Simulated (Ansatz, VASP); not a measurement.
# One calculation of WC, two programs

Contents of INCAR:

```
PREC = Accurate
ENCUT = 520
EDIFF = 1E-6
ISMEAR = 0
SIGMA = 0.15
LREAL = False
LASPH = True
NELM = 60
ALGO = Normal
ISIF = 2
LWAVE = False
LCHARG = False
GGA = PS
NBANDS = 16
```

KPOINTS

```
regular mesh
0
Gamma
  24 24 22
```

The input POSCAR:

```
WC
1.0
    3.0143502130      0.0000000000      0.0000000000
   -1.5071751065      2.5100998657      0.0000000000
    0.0000000000      0.0000000000      2.8276119040
W C
1 1
Direct
    0.0000000000      0.0000000000      0.0000000000
    0.6666666667      0.3333333333      0.5000000000
```

Input for Ansatz:

```yaml
crystal:
  lattice:
    - [3.014350213, 0.0, 0.0]
    - [-1.5071751065, 2.5100998657, 0.0]
    - [0.0, 0.0, 2.827611904]
  atoms:
    - { symbol: W, position: [0.0, 0.0, 0.0] }
    - { symbol: C, position: [0.6666666667, 0.3333333333, 0.5] }
basis:
  ecutwfc: 420
kpoints:
  mp_grid: { grid: [24, 24, 22] }
hamiltonian:
  xc: pbesol
scf:
  occupations: { method: gaussian, width: 0.15 }
output:
  forces: true
  stress: true
  eigenvalues: true
```

Change from the starting cell: strain +0.0400 x Voigt [1, 0, 0, 0, 0, 0], atoms carried along.

Alike in both runs: task single point; functional PBEsol; k mesh 24 × 24 × 22; occupations gaussian, width 0.15 eV; no spin polarisation.

|  | VASP | Ansatz |
| --- | --- | --- |
| version | VASP 6.6.1 | Ansatz 0.2.0 |
| potentials or method | VASP PAW PBE potentials, release 64 (W_sv, C), cutoff 520 eV | scalar-relativistic, plane waves, PAW |
| valence electrons in the cell | 18 | 18 |

Ansatz gave:

```
gap on the k mesh at the Fermi level (eV)                     : none
pressure (GPa)                                                : -13.6
traceless stress, the component that is largest in VASP (GPa) : -12.15
rms of the force components (eV/Å)                            : 0.104
```

**Question.** What did VASP give for the same quantities?

**Answer.** gap on the k mesh at the Fermi level (eV): none; pressure (GPa): -12.5; traceless stress, the component that is largest in VASP (GPa): -12.31; rms of the force components (eV/Å): 0.107.

VASP's potentials were made for PBE, not for PBEsol. Atom by atom the forces differ by 0.003 eV/Å (rms over components). A gap of «none» marks a metal or a gap that the smearing closes.

Spin-orbit coupling is off throughout.
